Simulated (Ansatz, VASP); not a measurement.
One calculation of ZnCd3O4, two programs

```
Zn Cd O
1.0
    -2.34546    2.34546    4.64468
     2.34546   -2.34546    4.64468
     2.34546    2.34546   -4.64468
Zn Cd O
1 3 4
Direct
  0.50000 0.50000 0.00000
  0.00000 0.00000 0.00000
  0.75000 0.25000 0.50000
  0.25000 0.75000 0.50000
  0.72445 0.72445 0.00000
  0.50000 0.00000 0.50000
  0.27555 0.27555 0.00000
  0.00000 0.50000 0.50000
```

Alike in both runs: functional PBE; k mesh 12 × 12 × 12; occupations gaussian, width 0.1 eV; no spin polarisation.

Ansatz relaxed the structure, and its values are those at the end. VASP's run is a single point on that final structure, the one shown.

|  | VASP | Ansatz |
| --- | --- | --- |
| version | VASP 6.6.1 | Ansatz 0.2.0 |
| potentials or method | VASP PAW PBE potentials, release 64 (Zn, Cd, O), cutoff 520 eV | scalar-relativistic, plane waves, PAW |
| valence electrons in the cell | 72 | 96 |

|  | VASP | Ansatz | Ansatz less VASP |
| --- | --- | --- | --- |
| gap on the k mesh at the Fermi level (eV) | none | none | - |
| pressure (GPa) | 1.2 | 0.0 | -1.18 |

A gap of «none» marks a metal or a gap that the smearing closes. VASP's potentials hold 72 valence electrons a cell and Ansatz's 96, so a difference there can come from the potentials and not from the codes.
